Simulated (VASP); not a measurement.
TaN:

```
Ta N
1.0
     2.93800    0.00000    0.00000
    -1.46900    2.54438    0.00000
     0.00000    0.00000    2.88300
Ta N
1 1
Direct
  0.31996 0.65807 0.45675
  0.98663 0.99140 0.95675
```

Base run:

| Item | Value |
| --- | --- |
| Program | VASP 6.6.1 |
| Functional | LDA |
| Potentials or basis | VASP PAW LDA potentials, release 64 (Ta_pv, N) |
| Cutoff | 520 eV |
| k mesh | 9 × 9 × 8 |
| Occupations | fermi-dirac, width 0.02 eV |
| Spin | no spin polarisation |

Its results: band gap on the k mesh zero (band 8 reaches 8.25 eV, above the bottom of band 9 at 7.99 eV); pressure -9.8 GPa.

Problem. The run is repeated on the same cell with these changes: potentials or basis from VASP PAW LDA potentials, release 64 (Ta_pv, N) to VASP PAW LDA potentials, release 64 (Ta_sv_GW, N); cutoff from 520 eV to 600 eV; further incar settings from ALGO = Normal; EDIFF = 1e-07; NBANDS = 15 to ALGO = Normal; EDIFF = 1e-06; NBANDS = 16; valence electrons from 16 to 18. What comes out?

Solution. Band gap on the k mesh zero (band 9 reaches 12.27 eV, above the bottom of band 10 at 12.02 eV); pressure -10.5 GPa.

Caveats: spin-orbit coupling is left out, which moves the levels of the heavy elements.
